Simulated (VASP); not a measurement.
# Bi (P6_3/mmc) in VASP: single point with r2SCAN

Aim: the single point of Bi with r2SCAN.

Everything below comes from runs of VASP 6.6.1. Logs are shortened: lines on timing, memory, paths and dates and some standing lists are left out, and cuts for length are marked.

### Step 1. The cell of the first run

Symmetry: P6_3/mmc, No. 194, hexagonal system. The conventional cell has a = 5.410 Å, b = 5.410 Å, c = 7.110 Å, α = 90.00°, β = 90.00°, γ = 120.00°. Within 4.0 Å of Bi (site symmetry 3m) lie 4 Bi at 3.04 to 3.17 Å.

### Step 2. Single point, r2SCAN

Contents of POSCAR:

```
Bi
1.0
    5.4104181739      0.0000000000      0.0000000000
   -2.7052090870      4.6855595837      0.0000000000
    0.0000000000      0.0000000000      7.1101343342
Bi
4
Direct
    0.3333333333      0.6666666667      0.4635119622
    0.6666666667      0.3333333333      0.9635119622
    0.6666666667      0.3333333333      0.5364880378
    0.3333333333      0.6666666667      0.0364880378
```

Contents of INCAR.step1:

```
SYSTEM = Bi
PREC = Accurate
ENCUT = 520
ISMEAR = 0
SIGMA = 0.02
LREAL = .FALSE.
LASPH = .TRUE.
NELM = 80
NBANDS = 38
GGA = PE
ALGO = Normal
EDIFF = 1E-4
LWAVE = .TRUE.
LCHARG = .FALSE.
```

Contents of INCAR.step2:

```
SYSTEM = Bi
PREC = Accurate
ENCUT = 520
EDIFF = 1E-6
ISMEAR = 0
SIGMA = 0.02
LREAL = .FALSE.
LASPH = .TRUE.
NELM = 80
ALGO = Normal
ISIF = 2
LWAVE = .FALSE.
LCHARG = .FALSE.
METAGGA = R2SCAN
LMIXTAU = .TRUE.
NBANDS = 38
ISTART = 1
```

Contents of KPOINTS:

```
Automatic mesh
0
G
  9 9 6
  0 0 0
```

Potentials or basis: VASP PAW PBE potentials, release 64 (Bi_d).

Started as:

```
$ cat potpaw_PBE.64/Bi_d/POTCAR > POTCAR
$ cp INCAR.step1 INCAR
$ mpirun -np 1 vasp_std > vasp.out
$ cp INCAR.step2 INCAR
$ mpirun -np 1 vasp_std > vasp.out
```

OUTCAR:

```text
SYSTEM = Bi
   PREC = Accurate
   ENCUT = 520
   EDIFF = 1E-6
   ISMEAR = 0
   LREAL = .FALSE.
   LASPH = .TRUE.
   NELM = 80
   ISIF = 2
   METAGGA = R2SCAN
   ISTART = 1

 ion  position               nearest neighbor table
   1  0.333  0.667  0.464-   4 3.04   3 3.17   3 3.17   3 3.17
   2  0.667  0.333  0.964-   3 3.04   4 3.17   4 3.17   4 3.17
   3  0.667  0.333  0.536-   2 3.04   1 3.17   1 3.17   1 3.17
   4  0.333  0.667  0.036-   1 3.04   2 3.17   2 3.17   2 3.17

  LATTYP: Found a hexagonal cell.
 ALAT       =     5.4104181739
 C/A-ratio  =     1.3141561531

  Lattice vectors:

 A1 = (   5.4104181739,   0.0000000000,   0.0000000000)
 A2 = (  -2.7052090870,   4.6855595837,   0.0000000000)
 A3 = (   0.0000000000,   0.0000000000,   7.1101343342)

Analysis of symmetry for initial positions (statically):
=====================================================================
 Subroutine PRICEL returns:
 Original cell was already a primitive cell.

 Routine SETGRP: Setting up the symmetry group for a
 hexagonal supercell.

 Subroutine GETGRP returns: Found 24 space group operations
 (whereof 12 operations were pure point group operations)
 out of a pool of 24 trial point group operations.

The static configuration has the point symmetry D_3d.
 The point group associated with its full space group is D_6h.

Analysis of symmetry for dynamics (positions and initial velocities):
=====================================================================
 Subroutine PRICEL returns:
 Original cell was already a primitive cell.

 Routine SETGRP: Setting up the symmetry group for a
 hexagonal supercell.

 Subroutine GETGRP returns: Found 24 space group operations
 (whereof 12 operations were pure point group operations)
 out of a pool of 24 trial point group operations.

The dynamic configuration has the point symmetry D_3d.
 The point group associated with its full space group is D_6h.

 Subroutine INISYM returns: Found 24 space group operations
 (whereof 12 operations are pure point group operations),
 and found     1 'primitive' translations

----------------------------------------------------------------------------------------

                                     Primitive cell

  volume of cell :     180.2479

  direct lattice vectors                    reciprocal lattice vectors
     5.410418174  0.000000000  0.000000000     0.184828597  0.106710840  0.000000000
    -2.705209087  4.685559584  0.000000000     0.000000000  0.213421680  0.000000000
     0.000000000  0.000000000  7.110134334     0.000000000  0.000000000  0.140644319

  length of vectors
     5.410418174  5.410418174  7.110134334     0.213421680  0.213421680  0.140644319

  position of ions in fractional coordinates (direct lattice)
     0.333333333  0.666666667  0.463511962
     0.666666667  0.333333333  0.963511962
     0.666666667  0.333333333  0.536488038
     0.333333333  0.666666667  0.036488038

  ion indices of the primitive-cell ions
   primitive index   ion index
                 1           1
                 2           2
                 3           3
                 4           4

----------------------------------------------------------------------------------------

 KPOINTS: Automatic mesh

Automatic generation of k-mesh.
 Grid dimensions read from file:
 generate k-points for:    9    9    6

 Generating k-lattice:

  Cartesian coordinates                     Fractional coordinates (reciprocal lattice)
     0.020536511  0.011856760  0.000000000     0.111111111 -0.000000000  0.000000000
     0.000000000  0.023713520  0.000000000     0.000000000  0.111111111  0.000000000
     0.000000000  0.000000000  0.023440720     0.000000000  0.000000000  0.166666667

  Length of vectors
     0.023713520  0.023713520  0.023440720

  Shift w.r.t. Gamma in fractional coordinates (k-lattice)
     0.000000000  0.000000000  0.000000000

 Subroutine IBZKPT returns following result:
 ===========================================

 Found     48 irreducible k-points:

 Following reciprocal coordinates:
            Coordinates               Weight
  0.000000  0.000000  0.000000      1.000000
  0.111111  0.000000  0.000000      6.000000
  0.222222 -0.000000  0.000000      6.000000
  0.333333  0.000000  0.000000      6.000000
  0.444444 -0.000000  0.000000      6.000000
  0.111111  0.111111  0.000000      6.000000
[... 16 lines left out ...]
  0.333333  0.222222  0.166667     24.000000
  0.333333  0.333333  0.166667      4.000000
 [... further k-points ...]
   k-points           NKPTS =     48   k-points in BZ     NKDIM =     48   number of bands    NBANDS=     38
   number of dos      NEDOS =    301   number of ions     NIONS =      4
   total plane-waves  NPLWV =  86400
   dimension x,y,z NGX =    40 NGY =   40 NGZ =   54
   dimension x,y,z NGXF=    80 NGYF=   80 NGZF=  108
   ions per type =               4
   NGX,Y,Z   is equivalent  to a cutoff of  12.29, 12.29, 12.63 a.u.
   NGXF,Y,Z  is equivalent  to a cutoff of  24.58, 24.58, 25.25 a.u.
 SYSTEM =  Bi
   PREC   = accura    normal or accurate (medium, high low for compatibility)
   ISTART =      1    job   : 0-new  1-cont  2-samecut
   ICHARG =      0    charge: 1-file 2-atom 10-const
   ISPIN  =      1    spin polarized calculation?
   LNONCOLLINEAR =      F non collinear calculations
   LSORBIT =      F    spin-orbit coupling
   LASPH  =      T    aspherical Exc in radial PAW
   ENCUT  =  520.0 eV  38.22 Ry    6.18 a.u.  10.06 10.06 13.22*2*pi/ulx,y,z
   NELM   =     80;   NELMIN=  2; NELMDL=  0     # of ELM steps
   EDIFF  = 0.1E-05   stopping-criterion for ELM
   LREAL  =      F    real-space projection
   EDIFFG = 0.1E-04   stopping-criterion for IOM
   NSW    =      0    number of steps for IOM
   IBRION =     -1    ionic relax: 0-MD 1-quasi-New 2-CG
   NFREE  =      0    steps in history (QN), initial steepest desc. (CG)
   ISIF   =      2    stress and relaxation
   ISYM   =      2    0-nonsym 1-usesym 2-fastsym
   POTIM  = 0.5000    time-step for ionic-motion
   TEBEG  =    0.0;   TEEND  =   0.0 temperature during run
   PSTRESS=    0.0 pullay stress
   NELECT =      60.0000    total number of electrons
   NUPDOWN=      -1.0000    fix difference up-down
   EMIN   =  10.00;   EMAX   =-10.00  energy-range for DOS
   EFERMI =   0.00;   METHOD = LEGACY
   ISMEAR =     0;   SIGMA  =   0.02  broadening in eV -4-tet -1-fermi 0-gaus
   EFERMI_NEDOS =   21; number of points for ismear=-14 and -15
   IALGO  =     38    algorithm
   IMIX   =      4    mixing-type and parameters
     AMIX     =   0.40;   BMIX     =  1.00
     AMIX_MAG =   1.60;   BMIX_MAG =  1.00
  volume/ion in A,a.u.               =      45.06       304.09
  Fermi-wavevector in a.u.,A,eV,Ry     =   1.134580  2.144046 17.514403  1.287272
  Thomas-Fermi vector in A             =   2.271284
   LORBIT       =      0    0 simple, 1 ext, 2 COOP (PROOUT), +10 PAW based schemes
   METAGGA = R2SCAN    functional components
   LHFCALC =     F    Hartree Fock is set to
   AEXX    =    0.0000 exact exchange contribution
   IVDW    =     0    specifies the selected vdW correction
   LEPSILON=     F    determine dielectric tensor
   LRPA    =     F    only Hartree local field effects (RPA)
 non-spin polarized calculation
 Gauss-broadening in eV      SIGMA  =   0.02
  energy-cutoff  :      520.00
  volume of cell :      180.25
 maximum number of plane-waves:      4902
   NGX = 21   NGY = 21   NGZ = 27

 number of electron      60.0000013 magnetization

 Free energy of the ion-electron system (eV)
  ---------------------------------------------------
  ext. energy  EPLUGINS =         0.00000000
  ---------------------------------------------------
  free energy    TOTEN  =      -233.56814818 eV

  energy without entropy =     -233.56814812  energy(sigma->0) =     -233.56814815

 E-fermi :   4.5075     XC(G=0):  -8.7774

 val. band max:        4.4467418763   @ k =   0.3333   0.2222   0.0000
 cond. band min:       4.5677483691   @ k =   0.1111   0.0000   0.0000
 fundamental gap:      0.1210064927
 Fermi energy:         4.5075087447

 k-point     1 :       0.0000    0.0000    0.0000
  band No.  band energies     occupation
      1     -19.6000      2.00000
      2     -19.4846      2.00000
      3     -19.4682      2.00000
      4     -19.4682      2.00000
      5     -19.4608      2.00000
      6     -19.4608      2.00000
[... 30 lines left out ...]
     37       9.5250      0.00000
     38       9.5250      0.00000

 k-point     2 :       0.1111    0.0000    0.0000
  band No.  band energies     occupation
      1     -19.5994      2.00000
      2     -19.5059      2.00000
      3     -19.4774      2.00000
      4     -19.4615      2.00000
      5     -19.4560      2.00000
      6     -19.4504      2.00000
[... 30 lines left out ...]
     37       9.3866      0.00000
     38       9.4198      0.00000

 k-point     3 :       0.2222   -0.0000    0.0000
  band No.  band energies     occupation
      1     -19.5975      2.00000
      2     -19.5322      2.00000
      3     -19.4907      2.00000
      4     -19.4675      2.00000
      5     -19.4562      2.00000
      6     -19.4542      2.00000
[... 30 lines left out ...]
     37       9.2076      0.00000
     38       9.3243      0.00000

 k-point     4 :       0.3333    0.0000    0.0000
  band No.  band energies     occupation
      1     -19.5937      2.00000
      2     -19.5542      2.00000
      3     -19.5022      2.00000
      4     -19.4828      2.00000
      5     -19.4657      2.00000
      6     -19.4553      2.00000
[... 30 lines left out ...]
     37       8.9589      0.00000
     38       9.2428      0.00000
[... 703 lines left out ...]
      4     -19.5052      2.00000
      5     -19.4545      2.00000
      6     -19.4483      2.00000
[... 30 lines left out ...]
     37       8.9636      0.00000
     38       9.2417      0.00000

 k-point    23 :       0.3333    0.2222    0.1667
  band No.  band energies     occupation
      1     -19.5801      2.00000
      2     -19.5679      2.00000
      3     -19.5285      2.00000
      4     -19.5162      2.00000
      5     -19.4536      2.00000
      6     -19.4394      2.00000
[... 30 lines left out ...]
     37       9.3951      0.00000
     38       9.6114      0.00000

 k-point    24 :       0.3333    0.3333    0.1667
  band No.  band energies     occupation
      1     -19.5740      2.00000
      2     -19.5740      2.00000
      3     -19.5353      2.00000
      4     -19.5220      2.00000
      5     -19.4536      2.00000
      6     -19.4215      2.00000
[... 30 lines left out ...]
     37       9.6686      0.00000
     38       9.9601      0.00000

 [... further k-points ...]
[... 5 lines left out ...]
  --------------------------------------------------------------------------------------
  -------------------------------------------------------------------------------------
  Total       -0.0939524     -0.0939524      0.0109393      0.0000000      0.0000000      0.0000000
  in kB       -0.8351191     -0.8351191      0.0972364      0.0000000      0.0000000      0.0000000
  external PRESSURE =      -0.5243340 kB  Pullay stress =       0.0000000 kB

 VOLUME and BASIS-vectors are now :
 -----------------------------------------------------------------------------
  energy-cutoff  :      520.00
  volume of cell :      180.25
      direct lattice vectors                 reciprocal lattice vectors
     5.410418174  0.000000000  0.000000000     0.184828597  0.106710840  0.000000000
    -2.705209087  4.685559584  0.000000000     0.000000000  0.213421680  0.000000000
     0.000000000  0.000000000  7.110134334     0.000000000  0.000000000  0.140644319

 POSITION                                       TOTAL-FORCE (eV/Angst)
 -----------------------------------------------------------------------------------
     -0.00000      3.12371      3.29563         0.000000      0.000000      0.006566
      2.70521      1.56185      6.85070        -0.000000     -0.000000      0.006566
      2.70521      1.56185      3.81450        -0.000000     -0.000000     -0.006566
     -0.00000      3.12371      0.25943         0.000000      0.000000     -0.006566
 -----------------------------------------------------------------------------------
    total drift:                               -0.000000     -0.000000      0.000000

  FREE ENERGIE OF THE ION-ELECTRON SYSTEM (eV)
  ---------------------------------------------------
  free  energy   TOTEN  =      -233.5681481756 eV

  energy  without entropy=     -233.5681481210  energy(sigma->0) =     -233.56814815
```

It took 7.1 min on 1 thread of Intel Xeon 6975P-C (Granite Rapids), shared host; peak memory 0.45 GiB.

What came out:

```
Free energy            : -233.5681 eV
Pressure               : -0.1 GPa
Largest force          : 0.007 eV/Å
Band gap on the k mesh : 0.12 eV, indirect (least direct gap 0.42 eV)
```

Forces on the atoms (eV/Å):
```
Bi   0.000  0.000  0.007
Bi   0.000  0.000  0.007
Bi   0.000  0.000 -0.007
Bi   0.000  0.000 -0.007
```

Caveat: the PAW data sets were made with another functional, which shifts forces and pressure a little; spin-orbit coupling is left out, which moves the levels of the heavy elements.
